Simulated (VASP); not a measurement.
# Al (Fm-3m) in VASP: further runs

The runs below take Al through single point, relaxation of cell and atoms, with LDA.

Everything below comes from runs of VASP 6.6.1. Logs are shortened: lines on timing, memory, paths and dates and some standing lists are left out, and cuts for length are marked.

## (1) The cell of the first run

Symmetry: Fm-3m, No. 225, cubic system. The conventional cell has a = 3.983 Å, b = 3.983 Å, c = 3.983 Å, α = 90.00°, β = 90.00°, γ = 90.00°. Within 3.7 Å of Al (site symmetry m-3m) lie 12 Al at 2.82 Å.

## (2) Single point, LDA

INCAR

```
SYSTEM = Al
  PREC = Accurate
  ENCUT = 520
  EDIFF = 1E-6
  ISMEAR = 0
  SIGMA = 0.1
  LREAL = .FALSE.
  LASPH = .TRUE.
  NELM = 80
  ALGO = Normal
  ISIF = 2
  LWAVE = .FALSE.
  LCHARG = .FALSE.
  NBANDS = 8
```

KPOINTS

```
Automatic mesh
0
G
  34 34 34
  0 0 0
```

POSCAR

```
Al
1.0
    0.0000000000      1.9913752903      1.9913752903
    1.9913752903      0.0000000000      1.9913752903
    1.9913752903      1.9913752903      0.0000000000
Al
1
Direct
    0.0000000000      0.0000000000      0.0000000000
```

Potentials or basis: VASP PAW LDA potentials, release 64 (Al).

On the command line:

```
$ cat potpaw_LDA.64/Al/POTCAR > POTCAR
$ mpirun -np 1 vasp_std > vasp.out
```

OUTCAR:

```text
SYSTEM = Al
   PREC = Accurate
   ENCUT = 520
   EDIFF = 1E-6
   ISMEAR = 0
   LREAL = .FALSE.
   LASPH = .TRUE.
   NELM = 80
   ISIF = 2

 ion  position               nearest neighbor table
   1  0.000  0.000  0.000-

  LATTYP: Found a face centered cubic cell.
 ALAT       =     3.9827505806

  Lattice vectors:

 A1 = (   0.0000000000,   1.9913752903,   1.9913752903)
 A2 = (   1.9913752903,   0.0000000000,   1.9913752903)
 A3 = (   1.9913752903,   1.9913752903,   0.0000000000)

Analysis of symmetry for initial positions (statically):
=====================================================================
 Subroutine PRICEL returns:
 Original cell was already a primitive cell.

 Routine SETGRP: Setting up the symmetry group for a
 face centered cubic supercell.

 Subroutine GETGRP returns: Found 48 space group operations
 (whereof 48 operations were pure point group operations)
 out of a pool of 48 trial point group operations.

The static configuration has the point symmetry O_h .

Analysis of symmetry for dynamics (positions and initial velocities):
=====================================================================
 Subroutine PRICEL returns:
 Original cell was already a primitive cell.

 Routine SETGRP: Setting up the symmetry group for a
 face centered cubic supercell.

 Subroutine GETGRP returns: Found 48 space group operations
 (whereof 48 operations were pure point group operations)
 out of a pool of 48 trial point group operations.

The dynamic configuration has the point symmetry O_h .

 Subroutine INISYM returns: Found 48 space group operations
 (whereof 48 operations are pure point group operations),
 and found     1 'primitive' translations

----------------------------------------------------------------------------------------

                                     Primitive cell

  volume of cell :      15.7939

  direct lattice vectors                    reciprocal lattice vectors
     0.000000000  1.991375290  1.991375290    -0.251082758  0.251082758  0.251082758
     1.991375290  0.000000000  1.991375290     0.251082758 -0.251082758  0.251082758
     1.991375290  1.991375290  0.000000000     0.251082758  0.251082758 -0.251082758

  length of vectors
     2.816229943  2.816229943  2.816229943     0.434888094  0.434888094  0.434888094

  position of ions in fractional coordinates (direct lattice)
     0.000000000  0.000000000  0.000000000

[... 71 lines left out ...]
   LSORBIT =      F    spin-orbit coupling
   LASPH  =      T    aspherical Exc in radial PAW
   ENCUT  =  520.0 eV  38.22 Ry    6.18 a.u.   5.24  5.24  5.24*2*pi/ulx,y,z
   NELM   =     80;   NELMIN=  2; NELMDL= -5     # of ELM steps
   EDIFF  = 0.1E-05   stopping-criterion for ELM
   LREAL  =      F    real-space projection
   EDIFFG = 0.1E-04   stopping-criterion for IOM
   NSW    =      0    number of steps for IOM
   IBRION =     -1    ionic relax: 0-MD 1-quasi-New 2-CG
   NFREE  =      0    steps in history (QN), initial steepest desc. (CG)
   ISIF   =      2    stress and relaxation
   ISYM   =      2    0-nonsym 1-usesym 2-fastsym
   POTIM  = 0.5000    time-step for ionic-motion
   TEBEG  =    0.0;   TEEND  =   0.0 temperature during run
   PSTRESS=    0.0 pullay stress
   NELECT =       3.0000    total number of electrons
   NUPDOWN=      -1.0000    fix difference up-down
   EMIN   =  10.00;   EMAX   =-10.00  energy-range for DOS
   EFERMI =   0.00;   METHOD = LEGACY
   ISMEAR =     0;   SIGMA  =   0.10  broadening in eV -4-tet -1-fermi 0-gaus
   EFERMI_NEDOS =   21; number of points for ismear=-14 and -15
   IALGO  =     38    algorithm
   IMIX   =      4    mixing-type and parameters
     AMIX     =   0.40;   BMIX     =  1.00
     AMIX_MAG =   1.60;   BMIX_MAG =  1.00
  volume/ion in A,a.u.               =      15.79       106.58
  Fermi-wavevector in a.u.,A,eV,Ry     =   0.941063  1.778352 12.049319  0.885600
  Thomas-Fermi vector in A             =   2.068537
   LORBIT       =      0    0 simple, 1 ext, 2 COOP (PROOUT), +10 PAW based schemes
   GGA     = CA    functional components
   LHFCALC =     F    Hartree Fock is set to
   AEXX    =    0.0000 exact exchange contribution
   IVDW    =     0    specifies the selected vdW correction
   LEPSILON=     F    determine dielectric tensor
   LRPA    =     F    only Hartree local field effects (RPA)
 non-spin polarized calculation
 Gauss-broadening in eV      SIGMA  =   0.10
  energy-cutoff  :      520.00
  volume of cell :       15.79
 maximum number of plane-waves:       444
 NGX is ok and might be reduce to    24
   NGX = 11   NGY = 11   NGZ = 11

 number of electron       3.0000000 magnetization

 Free energy of the ion-electron system (eV)
  ---------------------------------------------------
  ext. energy  EPLUGINS =         0.00000000
  ---------------------------------------------------
  free energy    TOTEN  =        -4.19235588 eV

  energy without entropy =       -4.19018533  energy(sigma->0) =       -4.19127061

 E-fermi :   8.2706     XC(G=0): -10.5066

 val. band max:        8.2686082152   @ k =   0.4706   0.4412   0.0294
 cond. band min:       8.2780673641   @ k =  -0.3235   0.4412   0.1471
 fundamental gap:      0.0094591489
 Fermi energy:         8.2706451698

 k-point     1 :       0.0000    0.0000    0.0000
  band No.  band energies     occupation
      1      -3.1522      2.00000
      2      21.0623      0.00000
      3      21.0623      0.00000
      4      21.0623      0.00000
      5      22.7227      0.00000
      6      22.7227      0.00000
      7      22.7227      0.00000
      8      25.1858      0.00000
[... 243 lines left out ...]
 k-point    24 :       0.1765    0.0294    0.0000
  band No.  band energies     occupation
      1      -2.3573      2.00000
      2      15.0433      0.00000
      3      19.2422      0.00000
      4      20.1621      0.00000
      5      23.4687      0.00000
      6      23.9915      0.00000
      7      25.0541      0.00000
      8      25.1767      0.00000

 [... further k-points ...]
[... 5 lines left out ...]
  --------------------------------------------------------------------------------------
  -------------------------------------------------------------------------------------
  Total        0.0074025      0.0074025      0.0074025     -0.0000000     -0.0000000     -0.0000000
  in kB        0.7509284      0.7509284      0.7509284     -0.0000000     -0.0000000     -0.0000000
  external PRESSURE =       0.7509284 kB  Pullay stress =       0.0000000 kB

 VOLUME and BASIS-vectors are now :
 -----------------------------------------------------------------------------
  energy-cutoff  :      520.00
  volume of cell :       15.79
      direct lattice vectors                 reciprocal lattice vectors
     0.000000000  1.991375290  1.991375290    -0.251082758  0.251082758  0.251082758
     1.991375290  0.000000000  1.991375290     0.251082758 -0.251082758  0.251082758
     1.991375290  1.991375290  0.000000000     0.251082758  0.251082758 -0.251082758

 POSITION                                       TOTAL-FORCE (eV/Angst)
 -----------------------------------------------------------------------------------
      0.00000      0.00000      0.00000         0.000000      0.000000      0.000000
 -----------------------------------------------------------------------------------
    total drift:                                0.000000     -0.000000     -0.000000

  FREE ENERGIE OF THE ION-ELECTRON SYSTEM (eV)
  ---------------------------------------------------
  free  energy   TOTEN  =        -4.1923558821 eV

  energy  without entropy=       -4.1901853306  energy(sigma->0) =       -4.19127061
```

It took 2.8 min on 1 thread of AMD EPYC 7R43 (Zen 3), shared host; peak memory 0.17 GiB.

What came out:

| Item | Value |
| --- | --- |
| Free energy | -4.1924 eV |
| Pressure | 0.1 GPa |

Levels at points of the mesh, in eV from the Fermi level:
```tsv
k point	band 1	band 2	band 3	band 4	band 5	band 6
(0.00, 0.00, 0.00)	-11.42	12.79	12.79	12.79	14.45	14.45
(0.50, 0.00, 0.00)	-4.74	-4.47	11.62	11.62	11.69	11.69
(0.50, 0.50, 0.00)	-3.02	-1.64	5.29	5.72	5.72	9.35
```

## (3) Relaxation of cell and atoms, LDA

This run uses another cell than the first one, of 16.61 Å³/atom, 1.052 times its volume.

INCAR

```
SYSTEM = Al
PREC = Accurate
ENCUT = 600
EDIFF = 1E-7
ISMEAR = 0
SIGMA = 0.1
LREAL = .False.
LASPH = .True.
NELM = 60
ALGO = Fast
ISIF = 3
LWAVE = .False.
LCHARG = .False.
GGA = CA
IBRION = 2
NSW = 80
EDIFFG = -0.003
```

KPOINTS

```
Automatic mesh
0
Gamma
  34 34 34
  0 0 0
```

POSCAR

```
Al
1.0
    0.0000000000      2.0250000000      2.0250000000
    2.0250000000      0.0000000000      2.0250000000
    2.0250000000      2.0250000000      0.0000000000
Al
1
Direct
    0.0000000000      0.0000000000      0.0000000000
```

Potentials or basis: VASP PAW LDA potentials, release 64 (Al).

On the command line:

```
$ cat potpaw_LDA.64/Al/POTCAR > POTCAR
$ mpirun -np 1 vasp_std > vasp.out
```

OUTCAR:

```text
SYSTEM = Al
   PREC = Accurate
   ENCUT = 600
   EDIFF = 1E-7
   ISMEAR = 0
   LREAL = .False.
   LASPH = .True.
   NELM = 60
   ISIF = 3
   GGA = CA
   IBRION = 2
   NSW = 80
   EDIFFG = -0.003

 ion  position               nearest neighbor table
   1  0.000  0.000  0.000-

  LATTYP: Found a face centered cubic cell.
 ALAT       =     4.0500000000

  Lattice vectors:

 A1 = (   0.0000000000,   2.0250000000,   2.0250000000)
 A2 = (   2.0250000000,   0.0000000000,   2.0250000000)
 A3 = (   2.0250000000,   2.0250000000,   0.0000000000)

Analysis of symmetry for initial positions (statically):
=====================================================================
 Subroutine PRICEL returns:
 Original cell was already a primitive cell.

 Routine SETGRP: Setting up the symmetry group for a
 face centered cubic supercell.

 Subroutine GETGRP returns: Found 48 space group operations
 (whereof 48 operations were pure point group operations)
 out of a pool of 48 trial point group operations.

The static configuration has the point symmetry O_h .

Analysis of symmetry for dynamics (positions and initial velocities):
=====================================================================
 Subroutine PRICEL returns:
 Original cell was already a primitive cell.

 Routine SETGRP: Setting up the symmetry group for a
 face centered cubic supercell.

 Subroutine GETGRP returns: Found 48 space group operations
 (whereof 48 operations were pure point group operations)
 out of a pool of 48 trial point group operations.

The dynamic configuration has the point symmetry O_h .

 Subroutine INISYM returns: Found 48 space group operations
 (whereof 48 operations are pure point group operations),
 and found     1 'primitive' translations

----------------------------------------------------------------------------------------

                                     Primitive cell

  volume of cell :      16.6075

  direct lattice vectors                    reciprocal lattice vectors
     0.000000000  2.025000000  2.025000000    -0.246913580  0.246913580  0.246913580
     2.025000000  0.000000000  2.025000000     0.246913580 -0.246913580  0.246913580
     2.025000000  2.025000000  0.000000000     0.246913580  0.246913580 -0.246913580

  length of vectors
     2.863782464  2.863782464  2.863782464     0.427666866  0.427666866  0.427666866

  position of ions in fractional coordinates (direct lattice)
     0.000000000  0.000000000  0.000000000

  ion indices of the primitive-cell ions
   primitive index   ion index
                 1           1

----------------------------------------------------------------------------------------

 KPOINTS: Automatic mesh

Automatic generation of k-mesh.
 Grid dimensions read from file:
 generate k-points for:   34   34   34

 Generating k-lattice:

  Cartesian coordinates                     Fractional coordinates (reciprocal lattice)
    -0.007262164  0.007262164  0.007262164     0.029411765  0.000000000  0.000000000
     0.007262164 -0.007262164  0.007262164     0.000000000  0.029411765  0.000000000
     0.007262164  0.007262164 -0.007262164     0.000000000  0.000000000  0.029411765

  Length of vectors
     0.012578437  0.012578437  0.012578437

  Shift w.r.t. Gamma in fractional coordinates (k-lattice)
     0.000000000  0.000000000  0.000000000

 Subroutine IBZKPT returns following result:
 ===========================================

 Found   1059 irreducible k-points:

 Following reciprocal coordinates:
            Coordinates               Weight
  0.000000  0.000000  0.000000      1.000000
  0.029412  0.000000  0.000000      8.000000
  0.058824  0.000000  0.000000      8.000000
  0.088235  0.000000  0.000000      8.000000
  0.117647  0.000000  0.000000      8.000000
  0.147059  0.000000  0.000000      8.000000
[... 16 lines left out ...]
  0.147059  0.029412  0.000000     24.000000
  0.176471  0.029412  0.000000     24.000000
 [... further k-points ...]
   k-points           NKPTS =   1059   k-points in BZ     NKDIM =   1059   number of bands    NBANDS=      5
   number of dos      NEDOS =    301   number of ions     NIONS =      1
   total plane-waves  NPLWV =  13824
   dimension x,y,z NGX =    24 NGY =   24 NGZ =   24
   dimension x,y,z NGXF=    48 NGYF=   48 NGZF=   48
   ions per type =               1
   NGX,Y,Z   is equivalent  to a cutoff of  13.93, 13.93, 13.93 a.u.
   NGXF,Y,Z  is equivalent  to a cutoff of  27.86, 27.86, 27.86 a.u.
 SYSTEM =  Al
   PREC   = accura    normal or accurate (medium, high low for compatibility)
   ISTART =      0    job   : 0-new  1-cont  2-samecut
   ICHARG =      2    charge: 1-file 2-atom 10-const
   ISPIN  =      1    spin polarized calculation?
   LNONCOLLINEAR =      F non collinear calculations
   LSORBIT =      F    spin-orbit coupling
   LASPH  =      T    aspherical Exc in radial PAW
   ENCUT  =  600.0 eV  44.10 Ry    6.64 a.u.   5.72  5.72  5.72*2*pi/ulx,y,z
   NELM   =     60;   NELMIN=  2; NELMDL= -5     # of ELM steps
   EDIFF  = 0.1E-06   stopping-criterion for ELM
   LREAL  =      F    real-space projection
   EDIFFG = -.3E-02   stopping-criterion for IOM
   NSW    =     80    number of steps for IOM
   IBRION =      2    ionic relax: 0-MD 1-quasi-New 2-CG
   NFREE  =      1    steps in history (QN), initial steepest desc. (CG)
   ISIF   =      3    stress and relaxation
   ISYM   =      2    0-nonsym 1-usesym 2-fastsym
   POTIM  = 0.5000    time-step for ionic-motion
   TEBEG  =    0.0;   TEEND  =   0.0 temperature during run
   PSTRESS=    0.0 pullay stress
   NELECT =       3.0000    total number of electrons
   NUPDOWN=      -1.0000    fix difference up-down
   EMIN   =  10.00;   EMAX   =-10.00  energy-range for DOS
   EFERMI =   0.00;   METHOD = LEGACY
   ISMEAR =     0;   SIGMA  =   0.10  broadening in eV -4-tet -1-fermi 0-gaus
   EFERMI_NEDOS =   21; number of points for ismear=-14 and -15
   IALGO  =     68    algorithm
   IMIX   =      4    mixing-type and parameters
     AMIX     =   0.40;   BMIX     =  1.00
     AMIX_MAG =   1.60;   BMIX_MAG =  1.00
  volume/ion in A,a.u.               =      16.61       112.07
  Fermi-wavevector in a.u.,A,eV,Ry     =   0.925437  1.748822 11.652489  0.856434
  Thomas-Fermi vector in A             =   2.051291
   LORBIT       =      0    0 simple, 1 ext, 2 COOP (PROOUT), +10 PAW based schemes
   GGA     = CA    functional components
   LHFCALC =     F    Hartree Fock is set to
   AEXX    =    0.0000 exact exchange contribution
   IVDW    =     0    specifies the selected vdW correction
   LEPSILON=     F    determine dielectric tensor
   LRPA    =     F    only Hartree local field effects (RPA)
 conjugate gradient relaxation of ions
 non-spin polarized calculation
 RMM-DIIS sequential band-by-band and
 Gauss-broadening in eV      SIGMA  =   0.10
  energy-cutoff  :      600.00
  volume of cell :       16.61
 maximum number of plane-waves:       568
   NGX = 11   NGY = 11   NGZ = 11

--------------------------------------- Ionic step        1  -------------------------------------------

 number of electron       3.0000000 magnetization

 Free energy of the ion-electron system (eV)
  ---------------------------------------------------
  ext. energy  EPLUGINS =         0.00000000
  ---------------------------------------------------
  free energy    TOTEN  =        -4.18278812 eV

  energy without entropy =       -4.18042915  energy(sigma->0) =       -4.18160864

------------------------ aborting loop because EDIFF is reached ----------------------------------------

  FORCE on cell =-STRESS in cart. coord.  units (eV):
  Direction    XX          YY          ZZ          XY          YZ          ZX
  --------------------------------------------------------------------------------------
  -------------------------------------------------------------------------------------
  Total       -0.3822251     -0.3822251     -0.3822251      0.0000000      0.0000000      0.0000000
  in kB      -36.8743736    -36.8743736    -36.8743736      0.0000000      0.0000000      0.0000000
  external PRESSURE =     -36.8743736 kB  Pullay stress =       0.0000000 kB
[... 57 lines left out ...]
--------------------------------------- Ionic step        3  -------------------------------------------

 number of electron       3.0000000 magnetization

 Free energy of the ion-electron system (eV)
  ---------------------------------------------------
  ext. energy  EPLUGINS =         0.00000000
  ---------------------------------------------------
  free energy    TOTEN  =        -4.19242876 eV

  energy without entropy =       -4.19025403  energy(sigma->0) =       -4.19134140

 E-fermi :   8.2609     XC(G=0): -10.5033

 val. band max:        8.2587580168   @ k =   0.4706   0.4412   0.0294
 cond. band min:       8.2672054090   @ k =  -0.3235   0.4412   0.1471
 fundamental gap:      0.0084473922
 Fermi energy:         8.2608843435

 k-point     1 :       0.0000    0.0000    0.0000
  band No.  band energies     occupation
      1      -3.1556      2.00000
      2      21.0478      0.00000
      3      21.0478      0.00000
      4      21.0478      0.00000
      5      22.7009      0.00000
[... 177 lines left out ...]
 k-point    24 :       0.1765    0.0294    0.0000
  band No.  band energies     occupation
      1      -2.3612      2.00000
      2      15.0302      0.00000
      3      19.2262      0.00000
      4      20.1460      0.00000
      5      23.4495      0.00000

 [... further k-points ...]
[... 5 lines left out ...]
  --------------------------------------------------------------------------------------
  -------------------------------------------------------------------------------------
  Total        0.0001043      0.0001043      0.0001043      0.0000000      0.0000000      0.0000000
  in kB        0.0105661      0.0105661      0.0105661      0.0000000      0.0000000      0.0000000
  external PRESSURE =       0.0105661 kB  Pullay stress =       0.0000000 kB
[... 16 lines left out ...]
  FREE ENERGIE OF THE ION-ELECTRON SYSTEM (eV)
  ---------------------------------------------------
  free  energy   TOTEN  =        -4.1924287646 eV

  energy  without entropy=       -4.1902540256  energy(sigma->0) =       -4.19134140

 reached required accuracy - stopping structural energy minimisation
```

OSZICAR:

```text
N       E                     dE             d eps       ncg     rms          rms(c)
DAV:   1    -0.169043118930E+01   -0.16904E+01   -0.98984E+02 10910   0.386E+02
DAV:   2    -0.418784357252E+01   -0.24974E+01   -0.23302E+01 13445   0.333E+01
DAV:   3    -0.421155411807E+01   -0.23711E-01   -0.23288E-01 14030   0.367E+00
[... 18 lines left out ...]
       N       E                     dE             d eps       ncg     rms          rms(c)
DAV:   1    -0.419244858214E+01   -0.19764E-03   -0.20635E-03 13415   0.288E-01    0.395E-02
RMM:   2    -0.419243661045E+01    0.11972E-04   -0.10191E-05 10590   0.308E-02    0.179E-02
RMM:   3    -0.419242885344E+01    0.77570E-05   -0.35049E-06 10590   0.144E-02    0.428E-03
RMM:   4    -0.419242876461E+01    0.88830E-07   -0.77613E-07 10531   0.749E-03
   3 F= -.41924288E+01 E0= -.41913414E+01  d E =-.964064E-02
```

Wall time 3.6 min (1 thread of AMD EPYC 7R43 (Zen 3), shared host); peak memory 0.18 GiB.

What came out:

| Quantity | Value |
| --- | --- |
| Free energy | -4.1924 eV |
| Relaxed volume | 15.81 Å³/atom |
| Relaxed cell | a = 2.817 Å, b = 2.817 Å, c = 2.817 Å, α = 60.00°, β = 60.00°, γ = 60.00° |
| Space group after relaxing (to 0.05 Å) | Fm-3m (No. 225) |
| Energy gained by relaxing | 9.6 meV/atom |
| Ionic steps | 3 |
| Pressure after relaxing | 0.0 GPa |

The path:
```
step  energy change (eV)  largest force (eV/Å)  pressure (GPa)  volume (Å³)
   1              0.0000                0.0000           -3.69        16.61
   2             -0.0095                0.0000            0.56        15.71
   3             -0.0096                0.0000            0.00        15.81
```

Final structure:
```
Al
1.0
     0.00000    1.99197    1.99197
     1.99197    0.00000    1.99197
     1.99197    1.99197    0.00000
Al
1
Direct
  0.00000 0.00000 0.00000
```
